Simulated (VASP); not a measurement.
# Mg (Im-3m) in VASP: further runs

Runs on Mg. Level: LDA. Tasks: single point.

Program: VASP 6.6.1. These are calculated values, not measurements. Logs are shortened: lines on timing, memory, paths and dates and some standing lists are left out, and cuts for length are marked.

## 1. The cell of the first run

Symmetry: Im-3m, No. 229, cubic system. Conventional cell: a = 2.851 Å, b = 2.851 Å, c = 2.851 Å, α = 90.00°, β = 90.00°, γ = 90.00°. Within 3.3 Å of Mg (site symmetry m-3m) lie 14 Mg at 2.47 to 2.85 Å.

## 2. Single point, LDA

Input file INCAR:

```
SYSTEM = Mg
PREC = Accurate
ENCUT = 600
EDIFF = 1E-6
ISMEAR = 1
SIGMA = 0.05
LREAL = .FALSE.
LASPH = .TRUE.
NELM = 120
ALGO = Normal
ISIF = 2
LWAVE = .FALSE.
LCHARG = .FALSE.
NBANDS = 7
GGA_COMPAT = .FALSE.
```

Input file KPOINTS:

```
Automatic mesh
0
G
  11 11 11
  0 0 0
```

Input file POSCAR:

```
Mg
1.0
   -1.4255450764      1.4255450764      1.4255450764
    1.4255450764     -1.4255450764      1.4255450764
    1.4255450764      1.4255450764     -1.4255450764
Mg
1
Direct
    0.0000000000      0.0000000000      0.0000000000
```

Potentials or basis: VASP PAW LDA potentials, release 64 (Mg).

Launch:

```bash
$ cat potpaw_LDA.64/Mg/POTCAR > POTCAR
$ mpirun -np 1 vasp_std > vasp.out
```

OUTCAR:

```text
SYSTEM = Mg
   PREC = Accurate
   ENCUT = 600
   EDIFF = 1E-6
   ISMEAR = 1
   LREAL = .FALSE.
   LASPH = .TRUE.
   NELM = 120
   ISIF = 2

 ion  position               nearest neighbor table
   1  0.000  0.000  0.000-

  LATTYP: Found a body centered cubic cell.
 ALAT       =     2.8510901528

  Lattice vectors:

 A1 = (  -1.4255450764,   1.4255450764,   1.4255450764)
 A2 = (   1.4255450764,  -1.4255450764,   1.4255450764)
 A3 = (   1.4255450764,   1.4255450764,  -1.4255450764)

Analysis of symmetry for initial positions (statically):
=====================================================================
 Subroutine PRICEL returns:
 Original cell was already a primitive cell.

 Routine SETGRP: Setting up the symmetry group for a
 body centered cubic supercell.

 Subroutine GETGRP returns: Found 48 space group operations
 (whereof 48 operations were pure point group operations)
 out of a pool of 48 trial point group operations.

The static configuration has the point symmetry O_h .

Analysis of symmetry for dynamics (positions and initial velocities):
=====================================================================
 Subroutine PRICEL returns:
 Original cell was already a primitive cell.

 Routine SETGRP: Setting up the symmetry group for a
 body centered cubic supercell.

 Subroutine GETGRP returns: Found 48 space group operations
 (whereof 48 operations were pure point group operations)
 out of a pool of 48 trial point group operations.

The dynamic configuration has the point symmetry O_h .

 Subroutine INISYM returns: Found 48 space group operations
 (whereof 48 operations are pure point group operations),
 and found     1 'primitive' translations

----------------------------------------------------------------------------------------

                                     Primitive cell

  volume of cell :      11.5878

  direct lattice vectors                    reciprocal lattice vectors
    -1.425545076  1.425545076  1.425545076     0.000000000  0.350743030  0.350743030
     1.425545076 -1.425545076  1.425545076     0.350743030  0.000000000  0.350743030
     1.425545076  1.425545076 -1.425545076     0.350743030  0.350743030  0.000000000

  length of vectors
     2.469116501  2.469116501  2.469116501     0.496025550  0.496025550  0.496025550

  position of ions in fractional coordinates (direct lattice)
     0.000000000  0.000000000  0.000000000

  ion indices of the primitive-cell ions
   primitive index   ion index
                 1           1

----------------------------------------------------------------------------------------

 KPOINTS: Automatic mesh

Automatic generation of k-mesh.
 Grid dimensions read from file:
 generate k-points for:   11   11   11

 Generating k-lattice:

  Cartesian coordinates                     Fractional coordinates (reciprocal lattice)
     0.000000000  0.031885730  0.031885730     0.090909091  0.000000000  0.000000000
     0.031885730  0.000000000  0.031885730     0.000000000  0.090909091  0.000000000
     0.031885730  0.031885730  0.000000000     0.000000000  0.000000000  0.090909091

  Length of vectors
     0.045093232  0.045093232  0.045093232

  Shift w.r.t. Gamma in fractional coordinates (k-lattice)
     0.000000000  0.000000000  0.000000000

 Subroutine IBZKPT returns following result:
 ===========================================

 Found     56 irreducible k-points:

 Following reciprocal coordinates:
            Coordinates               Weight
  0.000000  0.000000  0.000000      1.000000
  0.090909  0.000000  0.000000     12.000000
  0.181818  0.000000  0.000000     12.000000
  0.272727  0.000000  0.000000     12.000000
  0.363636  0.000000  0.000000     12.000000
  0.454545  0.000000  0.000000     12.000000
[... 16 lines left out ...]
  0.272727  0.181818  0.090909     48.000000
  0.363636  0.181818  0.090909     24.000000
 [... further k-points ...]
   k-points           NKPTS =     56   k-points in BZ     NKDIM =     56   number of bands    NBANDS=      7
   number of dos      NEDOS =    301   number of ions     NIONS =      1
   total plane-waves  NPLWV =   8000
   dimension x,y,z NGX =    20 NGY =   20 NGZ =   20
   dimension x,y,z NGXF=    40 NGYF=   40 NGZF=   40
   ions per type =               1
   NGX,Y,Z   is equivalent  to a cutoff of  13.47, 13.47, 13.47 a.u.
   NGXF,Y,Z  is equivalent  to a cutoff of  26.93, 26.93, 26.93 a.u.
 SYSTEM =  Mg
   PREC   = accura    normal or accurate (medium, high low for compatibility)
   ISTART =      0    job   : 0-new  1-cont  2-samecut
   ICHARG =      2    charge: 1-file 2-atom 10-const
   ISPIN  =      1    spin polarized calculation?
   LNONCOLLINEAR =      F non collinear calculations
   LSORBIT =      F    spin-orbit coupling
   LASPH  =      T    aspherical Exc in radial PAW
   ENCUT  =  600.0 eV  44.10 Ry    6.64 a.u.   4.93  4.93  4.93*2*pi/ulx,y,z
   NELM   =    120;   NELMIN=  2; NELMDL= -5     # of ELM steps
   EDIFF  = 0.1E-05   stopping-criterion for ELM
   LREAL  =      F    real-space projection
   EDIFFG = 0.1E-04   stopping-criterion for IOM
   NSW    =      0    number of steps for IOM
   IBRION =     -1    ionic relax: 0-MD 1-quasi-New 2-CG
   NFREE  =      0    steps in history (QN), initial steepest desc. (CG)
   ISIF   =      2    stress and relaxation
   ISYM   =      2    0-nonsym 1-usesym 2-fastsym
   POTIM  = 0.5000    time-step for ionic-motion
   TEBEG  =    0.0;   TEEND  =   0.0 temperature during run
   PSTRESS=    0.0 pullay stress
   NELECT =       2.0000    total number of electrons
   NUPDOWN=      -1.0000    fix difference up-down
   EMIN   =  10.00;   EMAX   =-10.00  energy-range for DOS
   EFERMI =   0.00;   METHOD = LEGACY
   ISMEAR =     1;   SIGMA  =   0.05  broadening in eV -4-tet -1-fermi 0-gaus
   EFERMI_NEDOS =   21; number of points for ismear=-14 and -15
   IALGO  =     38    algorithm
   IMIX   =      4    mixing-type and parameters
     AMIX     =   0.40;   BMIX     =  1.00
     AMIX_MAG =   1.60;   BMIX_MAG =  1.00
  volume/ion in A,a.u.               =      11.59        78.20
  Fermi-wavevector in a.u.,A,eV,Ry     =   0.911487  1.722461 11.303840  0.830809
  Thomas-Fermi vector in A             =   2.035772
   LORBIT       =      0    0 simple, 1 ext, 2 COOP (PROOUT), +10 PAW based schemes
   GGA     = CA    functional components
   LHFCALC =     F    Hartree Fock is set to
   AEXX    =    0.0000 exact exchange contribution
   IVDW    =     0    specifies the selected vdW correction
   LEPSILON=     F    determine dielectric tensor
   LRPA    =     F    only Hartree local field effects (RPA)
 non-spin polarized calculation
 Methfessel and Paxton  Order N= 1 SIGMA  =   0.05
  energy-cutoff  :      600.00
  volume of cell :       11.59
 maximum number of plane-waves:       398
   NGX =  9   NGY =  9   NGZ =  9

 number of electron       2.0000000 magnetization

 Free energy of the ion-electron system (eV)
  ---------------------------------------------------
  ext. energy  EPLUGINS =         0.00000000
  ---------------------------------------------------
  free energy    TOTEN  =        -0.26138632 eV

  energy without entropy =       -0.26103294  energy(sigma->0) =       -0.26126852

 E-fermi :   7.4605     XC(G=0): -11.1902

 val. band max:        7.4550194500   @ k =   0.3636   0.1818   0.0909
 cond. band min:       7.4766858850   @ k =  -0.3636  -0.3636   0.0909
 fundamental gap:      0.0216664351
 Fermi energy:         7.4604824002

 k-point     1 :       0.0000    0.0000    0.0000
  band No.  band energies     occupation
      1      -3.0797      2.00000
      2      25.4926      0.00000
      3      25.4926      0.00000
      4      25.4926      0.00000
      5      28.5340      0.00000
      6      28.5340      0.00000
      7      30.5968      0.00000

 k-point     2 :       0.0909    0.0000    0.0000
  band No.  band energies     occupation
      1      -2.7707      2.00000
      2      22.9648      0.00000
      3      24.1186      0.00000
      4      25.2554      0.00000
      5      27.1123      0.00000
      6      27.2331      0.00000
      7      32.2084      0.00000

 k-point     3 :       0.1818    0.0000    0.0000
  band No.  band energies     occupation
      1      -1.8558      2.00000
      2      18.5221      0.00000
      3      22.0485      0.00000
      4      24.7346      0.00000
      5      25.4354      0.00000
      6      27.1858      0.00000
      7      33.4824      0.00000

 k-point     4 :       0.2727    0.0000    0.0000
  band No.  band energies     occupation
      1      -0.3697      2.00000
      2      14.3324      0.00000
      3      20.3475      0.00000
      4      24.1798      0.00000
      5      24.2126      0.00000
      6      26.9580      0.00000
      7      33.9807      0.00000

 k-point     5 :       0.3636    0.0000    0.0000
  band No.  band energies     occupation
      1       1.6325      2.00000
      2      10.5711      0.00000
      3      19.1830      0.00000
      4      23.3664      0.00000
      5      23.8314      0.00000
      6      26.4407      0.00000
      7      34.6738      0.00000
[... 161 lines left out ...]
 k-point    22 :       0.1818    0.1818    0.0909
  band No.  band energies     occupation
      1       1.9092      2.00000
      2      12.5081      0.00000
      3      14.0010      0.00000
      4      19.9622      0.00000
      5      30.0955      0.00000
      6      31.9345      0.00000
      7      34.6652      0.00000

 k-point    23 :       0.2727    0.1818    0.0909
  band No.  band energies     occupation
      1       4.0546      2.00000
      2       9.7194      0.00000
      3      12.8511      0.00000
      4      18.9943      0.00000
      5      30.3833      0.00000
      6      32.9204      0.00000
      7      34.6743      0.00000

 k-point    24 :       0.3636    0.1818    0.0909
  band No.  band energies     occupation
      1       6.0243      2.00000
      2       7.4550      1.18371
      3      12.5388      0.00000
      4      18.6735      0.00000
      5      30.3845      0.00000
      6      33.2019      0.00000
      7      34.7293      0.00000

 [... further k-points ...]

------------------------ aborting loop because EDIFF is reached ----------------------------------------

  FORCE on cell =-STRESS in cart. coord.  units (eV):
  Direction    XX          YY          ZZ          XY          YZ          ZX
  --------------------------------------------------------------------------------------
  -------------------------------------------------------------------------------------
  Total        6.0078398      6.0078398      6.0078398     -0.0000000      0.0000000     -0.0000000
  in kB      830.6653061    830.6653061    830.6653061     -0.0000000      0.0000000     -0.0000000
  external PRESSURE =     830.6653061 kB  Pullay stress =       0.0000000 kB

 VOLUME and BASIS-vectors are now :
 -----------------------------------------------------------------------------
  energy-cutoff  :      600.00
  volume of cell :       11.59
      direct lattice vectors                 reciprocal lattice vectors
    -1.425545076  1.425545076  1.425545076     0.000000000  0.350743030  0.350743030
     1.425545076 -1.425545076  1.425545076     0.350743030  0.000000000  0.350743030
     1.425545076  1.425545076 -1.425545076     0.350743030  0.350743030  0.000000000

 POSITION                                       TOTAL-FORCE (eV/Angst)
 -----------------------------------------------------------------------------------
      0.00000      0.00000      0.00000        -0.000000      0.000000     -0.000000
 -----------------------------------------------------------------------------------
    total drift:                                0.000000     -0.000000     -0.000000

  FREE ENERGIE OF THE ION-ELECTRON SYSTEM (eV)
  ---------------------------------------------------
  free  energy   TOTEN  =        -0.2613863152 eV

  energy  without entropy=       -0.2610329437  energy(sigma->0) =       -0.26126852
```

Wall time 3.5 s (1 thread of AMD EPYC 7R43 (Zen 3), shared host); peak memory 0.08 GiB.

Results:

```yaml
Free_energy: -0.2614 eV
Pressure: 83.1 GPa
Band_gap_on_the_k_mesh: zero (band 1 reaches 9.91 eV, above the bottom of band 2 at 6.55 eV)
```

Levels at points of the mesh, in eV from the Fermi level:
```csv
k point,band 1,band 2,band 3,band 4,band 5
"(0.00, 0.00, 0.00)",-10.54,18.03,18.03,18.03,21.07
```

## 3. Single point, LDA

This run uses another cell than the first one, of 12.55 Å³/atom, 1.083 times its volume.

Input file INCAR:

```
PREC = Accurate ; ENCUT = 600
EDIFF = 1E-6 ; ISMEAR = 1
SIGMA = 0.05 ; LREAL = F
LASPH = T ; NELM = 120
ALGO = Normal ; ISIF = 2
LWAVE = F ; LCHARG = T
GGA = CA ; LELF = T
LVHAR = T ; NBANDS = 7
GGA_COMPAT = F
```

Input file KPOINTS:

```
Automatic mesh
0
Gamma
  11 11 11
```

Input file POSCAR:

```
Mg
1.0
   -1.4640918503      1.4640918503      1.4640918503
    1.4640918503     -1.4640918503      1.4640918503
    1.4640918503      1.4640918503     -1.4640918503
Mg
1
Direct
    0.0000000000      0.0000000000      0.0000000000
```

Potentials or basis: VASP PAW LDA potentials, release 64 (Mg).

Launch:

```bash
$ cat potpaw_LDA.64/Mg/POTCAR > POTCAR
$ mpirun -np 1 vasp_std > vasp.out
```

Run time: 4.1 s. Hardware: 1 thread of AMD EPYC 7R43 (Zen 3), shared host; peak memory 0.08 GiB.

The run converged. Its results:

```yaml
Free_energy: -0.6946 eV
Pressure: 61.8 GPa
Band_gap_on_the_k_mesh: zero (band 1 reaches 9.20 eV, above the bottom of band 2 at 5.84 eV)
```

Levels at points of the mesh, in eV from the Fermi level:
| k point | band 1 | band 2 | band 3 | band 4 |
| --- | --- | --- | --- | --- |
| (0.00, 0.00, 0.00) | -10.09 | 17.34 | 17.34 | 17.34 |

## 4. Single point, LDA

This run uses another cell than the first one, of 12.88 Å³/atom, 1.111 times its volume.

Input file INCAR:

```
SYSTEM = Mg
PREC     = Accurate       ! precision mode
ENCUT    = 600            ! plane-wave cutoff, eV
EDIFF    = 1E-6           ! SCF threshold, eV
ISMEAR   = 1              ! smearing method
SIGMA    = 0.05           ! smearing width, eV
LREAL    = .False.        ! projectors in reciprocal space
LASPH    = .True.         ! aspherical terms in the spheres
NELM     = 120            ! most SCF steps
ALGO     = Normal         ! electronic algorithm
ISIF     = 2              ! what is computed and relaxed
LWAVE    = .False.        ! write WAVECAR
LCHARG   = .False.        ! write CHGCAR
GGA      = CA             ! functional
NBANDS   = 7              ! bands
GGA_COMPAT= .False.
```

Input file KPOINTS:

```
Automatic mesh
0
Gamma
  11 11 11
  0 0 0
```

Input file POSCAR:

```
Mg
1.0
   -1.4765000000      1.4765000000      1.4765000000
    1.4765000000     -1.4765000000      1.4765000000
    1.4765000000      1.4765000000     -1.4765000000
Mg
1
Direct
    0.0000000000      0.0000000000      0.0000000000
```

Launch:

```bash
$ cat potpaw_LDA.64/Mg/POTCAR > POTCAR
$ mpirun -np 1 vasp_std > vasp.out
```

It took 3.9 s on 1 thread of AMD EPYC 7R43 (Zen 3), shared host; peak memory 0.08 GiB.

It converged, with:

| Quantity | Value |
| --- | --- |
| Free energy | -0.8128 eV |
| Pressure | 56.0 GPa |
| Band gap on the k mesh | zero (band 1 reaches 8.98 eV, above the bottom of band 2 at 5.62 eV) |

Levels at points of the mesh, in eV from the Fermi level:
```csv
k point,band 1,band 2,band 3,band 4,band 5
"(0.00, 0.00, 0.00)",-9.95,17.13,17.13,17.13,19.99
```

## 5. Single point, LDA

This run uses another cell than the first one, of 13.20 Å³/atom, 1.139 times its volume.

Input file INCAR:

```
SYSTEM = Mg
PREC = Accurate
ENCUT = 600
EDIFF = 1E-6
ISMEAR = 1
SIGMA = 0.05
LREAL = .FALSE.
LASPH = .TRUE.
NELM = 120
ALGO = Normal
ISIF = 2
LWAVE = .FALSE.
LCHARG = .FALSE.
NBANDS = 7
GGA_COMPAT = .FALSE.
```

Input file KPOINTS:

```
Automatic mesh
0
G
  11 11 11
  0 0 0
```

Input file POSCAR:

```
Mg
1.0
   -1.4887030327      1.4887030327      1.4887030327
    1.4887030327     -1.4887030327      1.4887030327
    1.4887030327      1.4887030327     -1.4887030327
Mg
1
Direct
    0.0000000000      0.0000000000      0.0000000000
```

Launch:

```bash
$ cat potpaw_LDA.64/Mg/POTCAR > POTCAR
$ mpirun -np 1 vasp_std > vasp.out
```

Wall time 5.5 s (1 thread of AMD EPYC 7R43 (Zen 3), shared host); peak memory 0.1 GiB.

The run converged. Its results:

```
Free energy            : -0.9199 eV
Pressure               : 50.7 GPa
Band gap on the k mesh : zero (band 1 reaches 8.77 eV, above the bottom of band 2 at 5.42 eV)
```

Levels at points of the mesh, in eV from the Fermi level:
```tsv
k point	band 1	band 2	band 3	band 4	band 5
(0.00, 0.00, 0.00)	-9.81	16.92	16.92	16.92	19.75
```

## 6. Single point, LDA

This run uses another cell than the first one, of 13.52 Å³/atom, 1.167 times its volume.

Input file INCAR:

```
SYSTEM = Mg
  PREC = Accurate
  ENCUT = 600
  EDIFF = 1E-6
  ISMEAR = 1
  SIGMA = 0.05
  LREAL = .False.
  LASPH = .True.
  NELM = 120
  ALGO = Normal
  ISIF = 2
  LWAVE = .False.
  LCHARG = .False.
  NBANDS = 7
  GGA_COMPAT = .False.
```

Input file KPOINTS:

```
regular mesh
0
Gamma
  11 11 11
  0 0 0
```

Input file POSCAR:

```
Mg
1.0
   -1.5007092208      1.5007092208      1.5007092208
    1.5007092208     -1.5007092208      1.5007092208
    1.5007092208      1.5007092208     -1.5007092208
Mg
1
Direct
    0.0000000000      0.0000000000      0.0000000000
```

Potentials or basis: VASP PAW LDA potentials, release 64 (Mg).

Launch:

```bash
$ cat potpaw_LDA.64/Mg/POTCAR > POTCAR
$ mpirun -np 1 vasp_std > vasp.out
```

It took 5.6 s on 1 thread of AMD EPYC 7R43 (Zen 3), shared host; peak memory 0.09 GiB.

It converged, with:

| Item | Value |
| --- | --- |
| Free energy | -1.0170 eV |
| Pressure | 46.0 GPa |
| Band gap on the k mesh | zero (band 1 reaches 8.57 eV, above the bottom of band 2 at 5.22 eV) |

Levels at points of the mesh, in eV from the Fermi level:
```tsv
k point	band 1	band 2	band 3	band 4	band 5	band 6
(0.00, 0.00, 0.00)	-9.67	16.73	16.73	16.73	19.51	19.51
```

## 7. Summary

```tsv
cell	gap on the mesh (eV)	pressure (GPa)
a = 2.469 Å, angles 109.5°, 1 atom	none	83.1
a = 2.536 Å, angles 109.5°, 1 atom	none	61.8
a = 2.557 Å, angles 109.5°, 1 atom	none	56.0
a = 2.579 Å, angles 109.5°, 1 atom	none	50.7
a = 2.599 Å, angles 109.5°, 1 atom	none	46.0
```

Alike in all rows: task single point; level LDA; potentials or basis VASP PAW LDA potentials, release 64 (Mg); no spin polarisation; k mesh 11 × 11 × 11; cutoff (eV) 600; smearing methfessel-paxton 0.05 eV.

Total energies depend on the potentials used, so only differences within one code and one set of settings carry meaning.
